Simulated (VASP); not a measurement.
# Al (P6_3/mmc) in VASP: further runs, part 2 of 2

VASP 6.6.1. The steps go on from the part before.

### 5 Single point, PBEsol (Tl replaced by Al, lengths x 0.901, strained)

Contents of INCAR:

```
  ALGO = Normal
  EDIFF = 1E-6
  ENCUT = 500
  GGA = PS
  GGA_COMPAT = F
  ISIF = 2
  ISMEAR = 0
  LASPH = T
  LCHARG = F
  LREAL = F
  LWAVE = F
  NBANDS = 10
  NELM = 120
  PREC = Accurate
  SIGMA = 0.1
```

Contents of KPOINTS:

```
k-points
0
Gamma
  15 15 10
```

Contents of POSCAR:

```
Al
1.0
    3.0250015165      0.0000000000      0.0000000000
   -1.5125007583      2.6197281598      0.0000000000
    0.0000000000      0.0000000000      4.7613337379
Al
2
Direct
    0.3333333333      0.6666666667      0.2500000000
    0.6666666667      0.3333333333      0.7500000000
```

Potentials or basis: VASP PAW PBE potentials, release 64 (Al).

The run is started by

```console
cat potpaw_PBE.64/Al/POTCAR > POTCAR
mpirun -np 1 vasp_std > vasp.out
```

OUTCAR:

```text
EDIFF = 1E-6
   ENCUT = 500
   GGA = PS
   ISIF = 2
   ISMEAR = 0
   LASPH = T
   LREAL = F
   NELM = 120
   PREC = Accurate

 ion  position               nearest neighbor table
   1  0.333  0.667  0.250-   2 2.95   2 2.95   2 2.95   2 2.95   2 2.95   2 2.95
   2  0.667  0.333  0.750-   1 2.95   1 2.95   1 2.95   1 2.95   1 2.95   1 2.95

  LATTYP: Found a hexagonal cell.
 ALAT       =     3.0250015165
 C/A-ratio  =     1.5739938350

  Lattice vectors:

 A1 = (   3.0250015165,   0.0000000000,   0.0000000000)
 A2 = (  -1.5125007583,   2.6197281598,   0.0000000000)
 A3 = (   0.0000000000,   0.0000000000,   4.7613337379)

Analysis of symmetry for initial positions (statically):
=====================================================================
 Subroutine PRICEL returns:
 Original cell was already a primitive cell.

 Routine SETGRP: Setting up the symmetry group for a
 hexagonal supercell.

 Subroutine GETGRP returns: Found 24 space group operations
 (whereof 12 operations were pure point group operations)
 out of a pool of 24 trial point group operations.

The static configuration has the point symmetry D_3d.
 The point group associated with its full space group is D_6h.

Analysis of symmetry for dynamics (positions and initial velocities):
=====================================================================
 Subroutine PRICEL returns:
 Original cell was already a primitive cell.

 Routine SETGRP: Setting up the symmetry group for a
 hexagonal supercell.

 Subroutine GETGRP returns: Found 24 space group operations
 (whereof 12 operations were pure point group operations)
 out of a pool of 24 trial point group operations.

The dynamic configuration has the point symmetry D_3d.
 The point group associated with its full space group is D_6h.

 Subroutine INISYM returns: Found 24 space group operations
 (whereof 12 operations are pure point group operations),
 and found     1 'primitive' translations

----------------------------------------------------------------------------------------

                                     Primitive cell

  volume of cell :      37.7321

  direct lattice vectors                    reciprocal lattice vectors
     3.025001517  0.000000000  0.000000000     0.330578347  0.190859497  0.000000000
    -1.512500758  2.619728160  0.000000000     0.000000000  0.381718995  0.000000000
     0.000000000  0.000000000  4.761333738     0.000000000  0.000000000  0.210025185

  length of vectors
     3.025001517  3.025001517  4.761333738     0.381718995  0.381718995  0.210025185

  position of ions in fractional coordinates (direct lattice)
     0.333333333  0.666666667  0.250000000
     0.666666667  0.333333333  0.750000000

  ion indices of the primitive-cell ions
   primitive index   ion index
                 1           1
                 2           2

----------------------------------------------------------------------------------------

 KPOINTS: k-points

Automatic generation of k-mesh.
 Grid dimensions read from file:
[... 23 lines left out ...]
  0.066667  0.000000  0.000000      6.000000
  0.133333  0.000000  0.000000      6.000000
  0.200000 -0.000000  0.000000      6.000000
  0.266667  0.000000  0.000000      6.000000
  0.333333  0.000000  0.000000      6.000000
[... 16 lines left out ...]
  0.333333  0.200000  0.000000     12.000000
  0.400000  0.200000  0.000000      6.000000
 [... further k-points ...]
   k-points           NKPTS =    162   k-points in BZ     NKDIM =    162   number of bands    NBANDS=     10
   number of dos      NEDOS =    301   number of ions     NIONS =      2
   total plane-waves  NPLWV =  20736
   dimension x,y,z NGX =    24 NGY =   24 NGZ =   36
   dimension x,y,z NGXF=    48 NGYF=   48 NGZF=   72
   ions per type =               2
   NGX,Y,Z   is equivalent  to a cutoff of  13.19, 13.19, 12.57 a.u.
   NGXF,Y,Z  is equivalent  to a cutoff of  26.38, 26.38, 25.14 a.u.
 SYSTEM =  unknown system
   PREC   = accura    normal or accurate (medium, high low for compatibility)
   ISTART =      0    job   : 0-new  1-cont  2-samecut
   ICHARG =      2    charge: 1-file 2-atom 10-const
   ISPIN  =      1    spin polarized calculation?
   LNONCOLLINEAR =      F non collinear calculations
   LSORBIT =      F    spin-orbit coupling
   LASPH  =      T    aspherical Exc in radial PAW
   ENCUT  =  500.0 eV  36.75 Ry    6.06 a.u.   5.52  5.52  8.68*2*pi/ulx,y,z
   NELM   =    120;   NELMIN=  2; NELMDL= -5     # of ELM steps
   EDIFF  = 0.1E-05   stopping-criterion for ELM
   LREAL  =      F    real-space projection
   EDIFFG = 0.1E-04   stopping-criterion for IOM
   NSW    =      0    number of steps for IOM
   IBRION =     -1    ionic relax: 0-MD 1-quasi-New 2-CG
   NFREE  =      0    steps in history (QN), initial steepest desc. (CG)
   ISIF   =      2    stress and relaxation
   ISYM   =      2    0-nonsym 1-usesym 2-fastsym
   POTIM  = 0.5000    time-step for ionic-motion
   TEBEG  =    0.0;   TEEND  =   0.0 temperature during run
   PSTRESS=    0.0 pullay stress
   NELECT =       6.0000    total number of electrons
   NUPDOWN=      -1.0000    fix difference up-down
   EMIN   =  10.00;   EMAX   =-10.00  energy-range for DOS
   EFERMI =   0.00;   METHOD = LEGACY
   ISMEAR =     0;   SIGMA  =   0.10  broadening in eV -4-tet -1-fermi 0-gaus
   EFERMI_NEDOS =   21; number of points for ismear=-14 and -15
   IALGO  =     38    algorithm
   IMIX   =      4    mixing-type and parameters
     AMIX     =   0.40;   BMIX     =  1.00
     AMIX_MAG =   1.60;   BMIX_MAG =  1.00
  volume/ion in A,a.u.               =      18.87       127.31
  Fermi-wavevector in a.u.,A,eV,Ry     =   0.886928  1.676051 10.702908  0.786642
  Thomas-Fermi vector in A             =   2.008159
   LORBIT       =      0    0 simple, 1 ext, 2 COOP (PROOUT), +10 PAW based schemes
   GGA     = PS    functional components
   LHFCALC =     F    Hartree Fock is set to
   AEXX    =    0.0000 exact exchange contribution
   IVDW    =     0    specifies the selected vdW correction
   LEPSILON=     F    determine dielectric tensor
   LRPA    =     F    only Hartree local field effects (RPA)
 non-spin polarized calculation
 Gauss-broadening in eV      SIGMA  =   0.10
  energy-cutoff  :      500.00
  volume of cell :       37.73
 maximum number of plane-waves:       988
 NGX is ok and might be reduce to    24

 number of electron       6.0000000 magnetization

 Free energy of the ion-electron system (eV)
  ---------------------------------------------------
  ext. energy  EPLUGINS =         0.00000000
  ---------------------------------------------------
  free energy    TOTEN  =        -7.96541048 eV

  energy without entropy =       -7.96130757  energy(sigma->0) =       -7.96335902

 E-fermi :   6.5987     XC(G=0):  -9.7786

 val. band max:        6.5954141011   @ k =   0.3333   0.2667   0.3000
 cond. band min:       6.6388141537   @ k =   0.3333   0.2000   0.1000
 fundamental gap:      0.0434000526
 Fermi energy:         6.5987025223

 k-point     1 :       0.0000    0.0000    0.0000
  band No.  band energies     occupation
      1      -3.6170      2.00000
      2       2.7289      2.00000
      3       2.8447      2.00000
      4      15.5463      0.00000
      5      15.5463      0.00000
      6      16.4017      0.00000
      7      16.4017      0.00000
      8      18.3377      0.00000
      9      18.8140      0.00000
     10      20.0726      0.00000
[... 287 lines left out ...]
 k-point    24 :       0.4000    0.2000    0.0000
  band No.  band energies     occupation
      1       2.1087      2.00000
      2       2.5023      2.00000
      3       6.3985      1.99537
      4       7.8574      0.00000
      5       8.4460      0.00000
      6       8.8416      0.00000
      7       9.0515      0.00000
      8      12.6990      0.00000
      9      12.7523      0.00000
     10      18.4395      0.00000

 [... further k-points ...]

------------------------ aborting loop because EDIFF is reached ----------------------------------------

  FORCE on cell =-STRESS in cart. coord.  units (eV):
  Direction    XX          YY          ZZ          XY          YZ          ZX
  --------------------------------------------------------------------------------------
  -------------------------------------------------------------------------------------
  Total       -2.0654351     -2.0654351     -1.6073352      0.0000000     -0.0000000      0.0000000
  in kB      -87.7024424    -87.7024424    -68.2506189      0.0000000     -0.0000000      0.0000000
  external PRESSURE =     -81.2185013 kB  Pullay stress =       0.0000000 kB

 VOLUME and BASIS-vectors are now :
 -----------------------------------------------------------------------------
  energy-cutoff  :      500.00
  volume of cell :       37.73
      direct lattice vectors                 reciprocal lattice vectors
     3.025001517  0.000000000  0.000000000     0.330578347  0.190859497  0.000000000
    -1.512500758  2.619728160  0.000000000     0.000000000  0.381718995  0.000000000
     0.000000000  0.000000000  4.761333738     0.000000000  0.000000000  0.210025185

 POSITION                                       TOTAL-FORCE (eV/Angst)
 -----------------------------------------------------------------------------------
     -0.00000      1.74649      1.19033         0.000000     -0.000000      0.000000
      1.51250      0.87324      3.57100        -0.000000      0.000000      0.000000
 -----------------------------------------------------------------------------------
    total drift:                               -0.000000      0.000000     -0.000000

  FREE ENERGIE OF THE ION-ELECTRON SYSTEM (eV)
  ---------------------------------------------------
  free  energy   TOTEN  =        -7.9654104766 eV

  energy  without entropy=       -7.9613075727  energy(sigma->0) =       -7.96335902
```

OSZICAR:

```text
N       E                     dE             d eps       ncg     rms          rms(c)
DAV:   1    -0.106499066446E+01   -0.10650E+01   -0.21739E+03  3240   0.447E+02
DAV:   2    -0.784803333117E+01   -0.67830E+01   -0.64759E+01  4280   0.510E+01
DAV:   3    -0.802068739626E+01   -0.17265E+00   -0.17186E+00  4224   0.647E+00
DAV:   4    -0.802143424454E+01   -0.74685E-03   -0.74680E-03  3970   0.494E-01
DAV:   5    -0.802144063732E+01   -0.63928E-05   -0.63935E-05  3926   0.454E-02    0.165E+00
DAV:   6    -0.798765881615E+01    0.33782E-01   -0.60812E-03  3670   0.362E-01    0.941E-01
DAV:   7    -0.796551587895E+01    0.22143E-01   -0.15295E-02  3542   0.556E-01    0.171E-01
DAV:   8    -0.796541292344E+01    0.10296E-03   -0.11502E-04  4510   0.645E-02    0.835E-03
DAV:   9    -0.796541160780E+01    0.13156E-05   -0.12046E-06  3756   0.562E-03    0.221E-03
DAV:  10    -0.796541050290E+01    0.11049E-05   -0.36309E-08  2196   0.118E-03    0.156E-04
DAV:  11    -0.796541047661E+01    0.26287E-07   -0.48844E-09  1884   0.409E-04
   1 F= -.79654105E+01 E0= -.79633590E+01  d E =-.410290E-02
```

stdout:

```text
POSCAR found type information on POSCAR Al
 POSCAR found :  1 types and       2 ions
 scaLAPACK will be used
 -----------------------------------------------------------------------------
|                                                                             |
|                                                                             |
|     You enforced a specific xc type in the INCAR file but a different       |
|     I HOPE YOU KNOW WHAT YOU ARE DOING!                                     |
|                                                                             |
 -----------------------------------------------------------------------------

 LDA part: xc-table for (Slater+PW92), standard interpolation
 POSCAR, INCAR and KPOINTS ok, starting setup
 FFT: planning ... GRIDC
 FFT: planning ... GRID_SOFT
 FFT: planning ... GRID
 WAVECAR not read
 entering main loop
```

Run time: 27 s. Hardware: 1 thread of Intel Xeon 6975P-C, shared host; peak memory 0.18 GiB.

What came out:

* Free energy: -7.9654 eV
* Pressure: -8.1 GPa
* Band gap on the k mesh: zero (band 3 reaches 10.98 eV, above the bottom of band 4 at 3.60 eV)

Caveat: the cell differs from its parent crystal (Tl replaced by Al, lengths x 0.901, strained); the PAW data sets were made with another functional, which shifts forces and pressure a little.

### 6 Overview

| cell | k mesh | smearing | gap on the mesh (eV) | pressure (GPa) |
| --- | --- | --- | --- | --- |
| a = 3.039, b = 3.039, c = 4.859 Å, angles 90.0, 90.0, 120.0°, 2 atoms | 6 × 6 × 4 | gaussian 0.1 eV | none | -9.4 |
| a = 3.094, b = 3.094, c = 5.021 Å, angles 90.0, 90.0, 120.0°, 2 atoms | 6 × 6 × 4 | gaussian 0.1 eV | none | -10.6 |
| a = 3.094, b = 3.094, c = 5.021 Å, angles 90.0, 90.0, 120.0°, 2 atoms | 15 × 15 × 8 | tetrahedron | none | -11.0 |
| a = 3.025, b = 3.025, c = 4.761 Å, angles 90.0, 90.0, 120.0°, 2 atoms | 15 × 15 × 10 | gaussian 0.1 eV | none | -8.1 |

Alike in all rows: task single point; level PBEsol; potentials or basis VASP PAW PBE potentials, release 64 (Al); no spin polarisation; cutoff (eV) 500.

Caveats: some runs use coarse meshes; the PAW data sets were made with another functional, which shifts forces and pressure a little.

Absolute energies hang on the potentials; compare differences alone.
